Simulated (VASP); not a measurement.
# BiTe (F-43m) in VASP: a series of runs

BiTe is run at these levels: PBE, r2SCAN; tasks: single point.

Program: VASP 6.6.1. These are calculated values, not measurements. Logs are shortened: lines on timing, memory, paths and dates and some standing lists are left out, and cuts for length are marked.

## (1) The cell of the first run

It takes space group F-43m (No. 216, cubic). Conventional cell: a = 6.947 Å, b = 6.947 Å, c = 6.947 Å, α = 90.00°, β = 90.00°, γ = 90.00°. Within 4.0 Å of Bi (site symmetry -43m) lie 4 Te at 3.01 Å. Within 4.0 Å of Te (site symmetry -43m) lie 4 Bi at 3.01 Å.

## (2) Single point, PBE

File INCAR:

```
SYSTEM = BiTe
PREC     = Accurate       ! precision mode
ENCUT    = 520            ! plane-wave cutoff, eV
EDIFF    = 1E-6           ! SCF threshold, eV
ISMEAR   = 0              ! smearing method
SIGMA    = 0.05           ! smearing width, eV
LREAL    = .FALSE.        ! projectors in reciprocal space
LASPH    = .TRUE.         ! aspherical terms in the spheres
NELM     = 100            ! most SCF steps
ALGO     = Normal         ! electronic algorithm
ISIF     = 2              ! what is computed and relaxed
LWAVE    = .FALSE.        ! write WAVECAR
LCHARG   = .FALSE.        ! write CHGCAR
GGA      = PE             ! functional
NBANDS   = 18             ! bands
```

File KPOINTS:

```
Automatic mesh
0
G
  6 6 6
  0 0 0
```

File POSCAR:

```
BiTe
1.0
    0.0000000000      3.4733392194      3.4733392194
    3.4733392194      0.0000000000      3.4733392194
    3.4733392194      3.4733392194      0.0000000000
Bi Te
1 1
Direct
    0.0000000000      0.0000000000      0.0000000000
    0.2500000000      0.2500000000      0.2500000000
```

Potentials or basis: VASP PAW PBE potentials, release 64 (Bi_d, Te).

Started as:

```console
cat potpaw_PBE.64/Bi_d/POTCAR potpaw_PBE.64/Te/POTCAR > POTCAR
mpirun -np 1 vasp_std > vasp.out
```

OUTCAR:

```text
SYSTEM = BiTe
   PREC = Accurate
   ENCUT = 520
   EDIFF = 1E-6
   ISMEAR = 0
   LREAL = .FALSE.
   LASPH = .TRUE.
   NELM = 100
   ISIF = 2
   GGA = PE

 ion  position               nearest neighbor table
   1  0.000  0.000  0.000-   2 3.01   2 3.01   2 3.01   2 3.01
   2  0.250  0.250  0.250-   1 3.01   1 3.01   1 3.01   1 3.01

  LATTYP: Found a face centered cubic cell.
 ALAT       =     6.9466784388

  Lattice vectors:

 A1 = (   0.0000000000,   3.4733392194,   3.4733392194)
 A2 = (   3.4733392194,   0.0000000000,   3.4733392194)
 A3 = (   3.4733392194,   3.4733392194,   0.0000000000)

Analysis of symmetry for initial positions (statically):
=====================================================================
 Subroutine PRICEL returns:
 Original cell was already a primitive cell.

 Routine SETGRP: Setting up the symmetry group for a
 face centered cubic supercell.

 Subroutine GETGRP returns: Found 24 space group operations
 (whereof 24 operations were pure point group operations)
 out of a pool of 48 trial point group operations.

The static configuration has the point symmetry T_d .

Analysis of symmetry for dynamics (positions and initial velocities):
=====================================================================
 Subroutine PRICEL returns:
 Original cell was already a primitive cell.

 Routine SETGRP: Setting up the symmetry group for a
 face centered cubic supercell.

 Subroutine GETGRP returns: Found 24 space group operations
 (whereof 24 operations were pure point group operations)
 out of a pool of 48 trial point group operations.

The dynamic configuration has the point symmetry T_d .

 Subroutine INISYM returns: Found 24 space group operations
 (whereof 24 operations are pure point group operations),
 and found     1 'primitive' translations

----------------------------------------------------------------------------------------

                                     Primitive cell

  volume of cell :      83.8053

  direct lattice vectors                    reciprocal lattice vectors
     0.000000000  3.473339219  3.473339219    -0.143953691  0.143953691  0.143953691
     3.473339219  0.000000000  3.473339219     0.143953691 -0.143953691  0.143953691
     3.473339219  3.473339219  0.000000000     0.143953691  0.143953691 -0.143953691

  length of vectors
     4.912043431  4.912043431  4.912043431     0.249335106  0.249335106  0.249335106

  position of ions in fractional coordinates (direct lattice)
     0.000000000  0.000000000  0.000000000
     0.250000000  0.250000000  0.250000000

  ion indices of the primitive-cell ions
   primitive index   ion index
                 1           1
                 2           2

----------------------------------------------------------------------------------------

 KPOINTS: Automatic mesh

Automatic generation of k-mesh.
 Grid dimensions read from file:
 generate k-points for:    6    6    6

 Generating k-lattice:

  Cartesian coordinates                     Fractional coordinates (reciprocal lattice)
    -0.023992282  0.023992282  0.023992282     0.166666667  0.000000000  0.000000000
     0.023992282 -0.023992282  0.023992282     0.000000000  0.166666667  0.000000000
     0.023992282  0.023992282 -0.023992282     0.000000000  0.000000000  0.166666667

  Length of vectors
     0.041555851  0.041555851  0.041555851

  Shift w.r.t. Gamma in fractional coordinates (k-lattice)
     0.000000000  0.000000000  0.000000000

 Subroutine IBZKPT returns following result:
 ===========================================

 Found     16 irreducible k-points:

 Following reciprocal coordinates:
            Coordinates               Weight
  0.000000  0.000000  0.000000      1.000000
  0.166667  0.000000  0.000000      8.000000
  0.333333  0.000000  0.000000      8.000000
  0.500000  0.000000  0.000000      4.000000
  0.166667  0.166667  0.000000      6.000000
  0.333333  0.166667  0.000000     24.000000
[... 8 lines left out ...]
 -0.333333  0.333333  0.166667     24.000000
 -0.333333  0.500000  0.166667     12.000000
   k-points           NKPTS =     16   k-points in BZ     NKDIM =     16   number of bands    NBANDS=     18
   number of dos      NEDOS =    301   number of ions     NIONS =      2
   total plane-waves  NPLWV =  64000
   dimension x,y,z NGX =    40 NGY =   40 NGZ =   40
   dimension x,y,z NGXF=    80 NGYF=   80 NGZF=   80
   ions per type =               1   1
   NGX,Y,Z   is equivalent  to a cutoff of  13.54, 13.54, 13.54 a.u.
   NGXF,Y,Z  is equivalent  to a cutoff of  27.08, 27.08, 27.08 a.u.
 SYSTEM =  BiTe
   PREC   = accura    normal or accurate (medium, high low for compatibility)
   ISTART =      0    job   : 0-new  1-cont  2-samecut
   ICHARG =      2    charge: 1-file 2-atom 10-const
   ISPIN  =      1    spin polarized calculation?
   LNONCOLLINEAR =      F non collinear calculations
   LSORBIT =      F    spin-orbit coupling
   LASPH  =      T    aspherical Exc in radial PAW
   ENCUT  =  520.0 eV  38.22 Ry    6.18 a.u.   9.13  9.13  9.13*2*pi/ulx,y,z
   NELM   =    100;   NELMIN=  2; NELMDL= -5     # of ELM steps
   EDIFF  = 0.1E-05   stopping-criterion for ELM
   LREAL  =      F    real-space projection
   EDIFFG = 0.1E-04   stopping-criterion for IOM
   NSW    =      0    number of steps for IOM
   IBRION =     -1    ionic relax: 0-MD 1-quasi-New 2-CG
   NFREE  =      0    steps in history (QN), initial steepest desc. (CG)
   ISIF   =      2    stress and relaxation
   ISYM   =      2    0-nonsym 1-usesym 2-fastsym
   POTIM  = 0.5000    time-step for ionic-motion
   TEBEG  =    0.0;   TEEND  =   0.0 temperature during run
   PSTRESS=    0.0 pullay stress
   NELECT =      21.0000    total number of electrons
   NUPDOWN=      -1.0000    fix difference up-down
   EMIN   =  10.00;   EMAX   =-10.00  energy-range for DOS
   EFERMI =   0.00;   METHOD = LEGACY
   ISMEAR =     0;   SIGMA  =   0.05  broadening in eV -4-tet -1-fermi 0-gaus
   EFERMI_NEDOS =   21; number of points for ismear=-14 and -15
   IALGO  =     38    algorithm
   IMIX   =      4    mixing-type and parameters
     AMIX     =   0.40;   BMIX     =  1.00
     AMIX_MAG =   1.60;   BMIX_MAG =  1.00
  volume/ion in A,a.u.               =      41.90       282.77
  Fermi-wavevector in a.u.,A,eV,Ry     =   1.032105  1.950396 14.493492  1.065242
  Thomas-Fermi vector in A             =   2.166287
   LORBIT       =      0    0 simple, 1 ext, 2 COOP (PROOUT), +10 PAW based schemes
   GGA     = PE    functional components
   LHFCALC =     F    Hartree Fock is set to
   AEXX    =    0.0000 exact exchange contribution
   IVDW    =     0    specifies the selected vdW correction
   LEPSILON=     F    determine dielectric tensor
   LRPA    =     F    only Hartree local field effects (RPA)
 non-spin polarized calculation
 Gauss-broadening in eV      SIGMA  =   0.05
  energy-cutoff  :      520.00
  volume of cell :       83.81
 maximum number of plane-waves:      2285
 NGX is ok and might be reduce to    40
   NGX = 19   NGY = 19   NGZ = 19

 number of electron      20.9999998 magnetization

 Free energy of the ion-electron system (eV)
  ---------------------------------------------------
  ext. energy  EPLUGINS =         0.00000000
  ---------------------------------------------------
  free energy    TOTEN  =        -6.57255244 eV

  energy without entropy =       -6.57027770  energy(sigma->0) =       -6.57141507

 E-fermi :   5.0485     XC(G=0):  -8.2557

 val. band max:        4.7630220572   @ k =   0.5000   0.3333   0.1667
 cond. band min:       5.0630526469   @ k =   0.1667   0.0000   0.0000
 fundamental gap:      0.3000305897
 Fermi energy:         5.0485004709

 k-point     1 :       0.0000    0.0000    0.0000
  band No.  band energies     occupation
      1     -18.5441      2.00000
      2     -18.5441      2.00000
      3     -18.5441      2.00000
      4     -18.5221      2.00000
      5     -18.5221      2.00000
      6      -8.8261      2.00000
[... 10 lines left out ...]
     17      11.9651      0.00000
     18      11.9651      0.00000

 k-point     2 :       0.1667    0.0000    0.0000
  band No.  band energies     occupation
      1     -18.5449      2.00000
      2     -18.5433      2.00000
      3     -18.5433      2.00000
      4     -18.5221      2.00000
      5     -18.5221      2.00000
      6      -8.6447      2.00000
[... 10 lines left out ...]
     17      11.4293      0.00000
     18      13.3517      0.00000

 k-point     3 :       0.3333    0.0000    0.0000
  band No.  band energies     occupation
      1     -18.5464      2.00000
      2     -18.5417      2.00000
      3     -18.5417      2.00000
      4     -18.5219      2.00000
      5     -18.5219      2.00000
      6      -8.1737      2.00000
[... 10 lines left out ...]
     17      11.7299      0.00000
     18      14.4083      0.00000

 k-point     4 :       0.5000    0.0000    0.0000
  band No.  band energies     occupation
      1     -18.5472      2.00000
      2     -18.5410      2.00000
      3     -18.5410      2.00000
      4     -18.5218      2.00000
      5     -18.5218      2.00000
      6      -7.8242      2.00000
[... 10 lines left out ...]
     17      11.3077      0.00000
     18      12.8035      0.00000

 k-point     5 :       0.1667    0.1667    0.0000
  band No.  band energies     occupation
      1     -18.5461      2.00000
      2     -18.5425      2.00000
      3     -18.5425      2.00000
      4     -18.5225      2.00000
      5     -18.5217      2.00000
      6      -8.5801      2.00000
[... 10 lines left out ...]
     17      12.5743      0.00000
     18      12.5743      0.00000

 k-point     6 :       0.3333    0.1667    0.0000
  band No.  band energies     occupation
      1     -18.5476      2.00000
      2     -18.5411      2.00000
      3     -18.5409      2.00000
      4     -18.5227      2.00000
      5     -18.5213      2.00000
      6      -8.1840      2.00000
[... 10 lines left out ...]
     17      12.3644      0.00000
     18      14.1131      0.00000

 k-point     7 :       0.5000    0.1667    0.0000
  band No.  band energies     occupation
      1     -18.5480      2.00000
      2     -18.5405      2.00000
      3     -18.5401      2.00000
      4     -18.5224      2.00000
      5     -18.5214      2.00000
      6      -7.6989      2.00000
[... 10 lines left out ...]
     17      11.5964      0.00000
     18      13.0189      0.00000

 k-point     8 :      -0.3333    0.1667    0.0000
  band No.  band energies     occupation
      1     -18.5474      2.00000
      2     -18.5408      2.00000
      3     -18.5407      2.00000
      4     -18.5220      2.00000
      5     -18.5218      2.00000
      6      -7.8448      2.00000
[... 10 lines left out ...]
     17      12.0039      0.00000
     18      13.8711      0.00000

 k-point     9 :      -0.1667    0.1667    0.0000
  band No.  band energies     occupation
      1     -18.5461      2.00000
      2     -18.5424      2.00000
      3     -18.5417      2.00000
      4     -18.5223      2.00000
      5     -18.5218      2.00000
      6      -8.3564      2.00000
[... 10 lines left out ...]
     17      12.4846      0.00000
     18      13.2650      0.00000

 k-point    10 :       0.3333    0.3333    0.0000
  band No.  band energies     occupation
      1     -18.5501      2.00000
      2     -18.5392      2.00000
      3     -18.5392      2.00000
      4     -18.5235      2.00000
      5     -18.5207      2.00000
      6      -7.8670      2.00000
[... 10 lines left out ...]
     17      14.0644      0.00000
     18      14.0644      0.00000

 k-point    11 :       0.5000    0.3333    0.0000
  band No.  band energies     occupation
      1     -18.5506      2.00000
      2     -18.5387      2.00000
      3     -18.5384      2.00000
      4     -18.5234      2.00000
      5     -18.5207      2.00000
      6      -7.3337      2.00000
[... 10 lines left out ...]
     17      13.2665      0.00000
     18      13.3888      0.00000

 k-point    12 :      -0.3333    0.3333    0.0000
  band No.  band energies     occupation
      1     -18.5490      2.00000
      2     -18.5396      2.00000
      3     -18.5391      2.00000
      4     -18.5227      2.00000
      5     -18.5214      2.00000
      6      -7.3188      2.00000
[... 10 lines left out ...]
     17      13.3333      0.00000
     18      14.3183      0.00000

 k-point    13 :       0.5000    0.5000    0.0000
  band No.  band energies     occupation
      1     -18.5521      2.00000
      2     -18.5376      2.00000
      3     -18.5376      2.00000
      4     -18.5239      2.00000
      5     -18.5203      2.00000
      6      -6.8847      2.00000
[... 10 lines left out ...]
     17      12.7369      0.00000
     18      12.7523      0.00000

 k-point    14 :       0.5000    0.3333    0.1667
  band No.  band energies     occupation
      1     -18.5487      2.00000
      2     -18.5403      2.00000
      3     -18.5393      2.00000
      4     -18.5228      2.00000
      5     -18.5212      2.00000
      6      -7.7181      2.00000
[... 10 lines left out ...]
     17      12.6957      0.00000
     18      13.6781      0.00000

 k-point    15 :      -0.3333    0.3333    0.1667
  band No.  band energies     occupation
      1     -18.5489      2.00000
      2     -18.5403      2.00000
      3     -18.5385      2.00000
      4     -18.5227      2.00000
      5     -18.5214      2.00000
      6      -7.3186      2.00000
[... 10 lines left out ...]
     17      12.6025      0.00000
     18      14.2007      0.00000

 k-point    16 :      -0.3333    0.5000    0.1667
  band No.  band energies     occupation
      1     -18.5503      2.00000
      2     -18.5394      2.00000
      3     -18.5376      2.00000
      4     -18.5233      2.00000
      5     -18.5209      2.00000
      6      -6.8796      2.00000
[... 10 lines left out ...]
     17      12.5279      0.00000
     18      14.7301      0.00000

------------------------ aborting loop because EDIFF is reached ----------------------------------------

  FORCE on cell =-STRESS in cart. coord.  units (eV):
  Direction    XX          YY          ZZ          XY          YZ          ZX
  --------------------------------------------------------------------------------------
  -------------------------------------------------------------------------------------
  Total        2.3649325      2.3649325      2.3649325      0.0000000      0.0000000      0.0000000
  in kB       45.2124175     45.2124175     45.2124175      0.0000000      0.0000000      0.0000000
  external PRESSURE =      45.2124175 kB  Pullay stress =       0.0000000 kB

 VOLUME and BASIS-vectors are now :
 -----------------------------------------------------------------------------
  energy-cutoff  :      520.00
  volume of cell :       83.81
      direct lattice vectors                 reciprocal lattice vectors
     0.000000000  3.473339219  3.473339219    -0.143953691  0.143953691  0.143953691
     3.473339219  0.000000000  3.473339219     0.143953691 -0.143953691  0.143953691
     3.473339219  3.473339219  0.000000000     0.143953691  0.143953691 -0.143953691

 POSITION                                       TOTAL-FORCE (eV/Angst)
 -----------------------------------------------------------------------------------
      0.00000      0.00000      0.00000        -0.000000     -0.000000     -0.000000
      1.73667      1.73667      1.73667         0.000000      0.000000      0.000000
 -----------------------------------------------------------------------------------
    total drift:                               -0.000000     -0.000000     -0.000000

  FREE ENERGIE OF THE ION-ELECTRON SYSTEM (eV)
  ---------------------------------------------------
  free  energy   TOTEN  =        -6.5725524351 eV

  energy  without entropy=       -6.5702776974  energy(sigma->0) =       -6.57141507
```

Run time: 24 s. Hardware: 1 thread of Intel Xeon Platinum 8488C (Sapphire Rapids), shared host; peak memory 0.23 GiB.

What came out:

```yaml
Free_energy: -6.5726 eV
Pressure: 4.5 GPa
Band_gap_on_the_k_mesh: zero (an odd number of electrons rules out a gap without spin polarisation)
```

Caveat: the cell stands under pressure; spin-orbit coupling is left out, which moves the levels of the heavy elements; an odd number of electrons without spin polarisation forces a metal; a magnetic or distorted state may lie lower.

## (3) Single point, PBE (43.17 Å³/atom)

This run uses another cell than the first one, of 43.17 Å³/atom.

File INCAR:

```
  ALGO = Normal
  EDIFF = 1E-6
  ENCUT = 520
  GGA = PE
  ISIF = 2
  ISMEAR = 0
  LASPH = T
  LCHARG = F
  LREAL = F
  LWAVE = F
  NBANDS = 18
  NELM = 100
  PREC = Accurate
  SIGMA = 0.05
```

File KPOINTS:

```
k-points
0
Gamma
  6 6 6
```

File POSCAR:

```
BiTe
1.0
    0.0000000000      3.5080638201      3.5080638201
    3.5080638201      0.0000000000      3.5080638201
    3.5080638201      3.5080638201      0.0000000000
Bi Te
1 1
Direct
    0.0000000000      0.0000000000      0.0000000000
    0.2500000000      0.2500000000      0.2500000000
```

Potentials or basis: VASP PAW PBE potentials, release 64 (Bi_d, Te).

Started as:

```console
cat potpaw_PBE.64/Bi_d/POTCAR potpaw_PBE.64/Te/POTCAR > POTCAR
mpirun -np 1 vasp_std > vasp.out
```

Wall time 23 s (1 thread of Intel Xeon Platinum 8488C (Sapphire Rapids), shared host); peak memory 0.23 GiB.

Results (log left out):

* Free energy: -6.6335 eV
* Pressure: 3.2 GPa
* Band gap on the k mesh: zero (an odd number of electrons rules out a gap without spin polarisation)

Levels at points of the mesh, in eV from the Fermi level:
```csv
k point,band 7,band 8,band 9,band 10,band 11,band 12,band 13,band 14
"(0.00, 0.00, 0.00)",-8.51,-3.03,-3.03,-3.03,-0.32,-0.32,-0.32,2.87
"(0.50, 0.00, 0.00)",-10.51,-3.71,-3.71,-3.66,0.68,0.68,2.47,4.68
"(0.50, 0.50, 0.00)",-11.58,-4.48,-4.48,-2.04,-1.20,2.97,2.97,4.70
```

Caveat: the cell stands under pressure; spin-orbit coupling is left out, which moves the levels of the heavy elements; an odd number of electrons without spin polarisation forces a metal; a magnetic or distorted state may lie lower.

## (4) Single point, PBE (47.33 Å³/atom)

This run uses another cell than the first one, of 47.33 Å³/atom.

File INCAR:

```
SYSTEM = BiTe
ALGO = Normal ; EDIFF = 1E-7
ENCUT = 520 ; GGA = PE
ISIF = 2 ; ISMEAR = 0
LASPH = .True. ; LCHARG = .False.
LREAL = .False. ; LWAVE = .False.
NBANDS = 18 ; NELM = 100
PREC = Accurate ; SIGMA = 0.05
```

File KPOINTS:

```
k-points
0
Gamma
  6 6 6
  0 0 0
```

File POSCAR:

```
BiTe
1.0
    0.0000000000      3.6172044172      3.6172044172
    3.6172044172      0.0000000000      3.6172044172
    3.6172044172      3.6172044172      0.0000000000
Bi Te
1 1
Direct
    0.0000000000      0.0000000000      0.0000000000
    0.2500000000      0.2500000000      0.2500000000
```

Started as:

```console
cat potpaw_PBE.64/Bi_d/POTCAR potpaw_PBE.64/Te/POTCAR > POTCAR
mpirun -np 1 vasp_std > vasp.out
```

Run time: 26 s. Hardware: 1 thread of Intel Xeon Platinum 8488C (Sapphire Rapids), shared host; peak memory 0.24 GiB.

The run converged. Its results:

- Free energy: -6.7074 eV
- Pressure: -0.1 GPa
- Band gap on the k mesh: zero (an odd number of electrons rules out a gap without spin polarisation)

Levels at points of the mesh, in eV from the Fermi level:
```tsv
k point	band 8	band 9	band 10	band 11	band 12	band 13
(0.00, 0.00, 0.00)	-2.84	-2.84	-2.84	-0.27	-0.27	-0.27
(0.50, 0.00, 0.00)	-3.47	-3.45	-3.45	0.65	0.65	2.04
(0.50, 0.50, 0.00)	-4.12	-4.12	-1.97	-1.10	2.58	2.58
```

Caveat: spin-orbit coupling is left out, which moves the levels of the heavy elements; an odd number of electrons without spin polarisation forces a metal; a magnetic or distorted state may lie lower.

(Continued in part 2 of 2.)

The gap in the log of VASP goes by the Fermi energy; the results here count the filled bands.